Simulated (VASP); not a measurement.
C:

```xyz
4
Lattice="2.4560 0.0000 0.0000 -1.2280 2.1270 0.0000 0.0000 0.0000 6.6960" Properties=species:S:1:pos:R:3 pbc="T T T"
C     0.0000    0.0000    5.0220
C     0.0000    0.0000    1.6740
C     0.0000    1.4180    5.0220
C     1.2280    0.7090    1.6740
```

Program: VASP 6.6.1. Alike in all runs: task single point; level PBE+D3(BJ); potentials or basis VASP PAW PBE potentials, release 64 (C); no spin polarisation; cell as given; cutoff (eV) 600; smearing gaussian 0.1 eV. Hardware: 1 thread of Intel(R) Xeon(R) 6975P-C (Granite Rapids), with other jobs on the host.

Order these runs on this cell by their wall time, lowest first.
A. k mesh 6 × 6 × 2
B. k mesh 27 × 27 × 8
C. k mesh 15 × 15 × 4

A (4.7 s), C (18 s), B (78 s).

Caveats: some runs use coarse meshes.
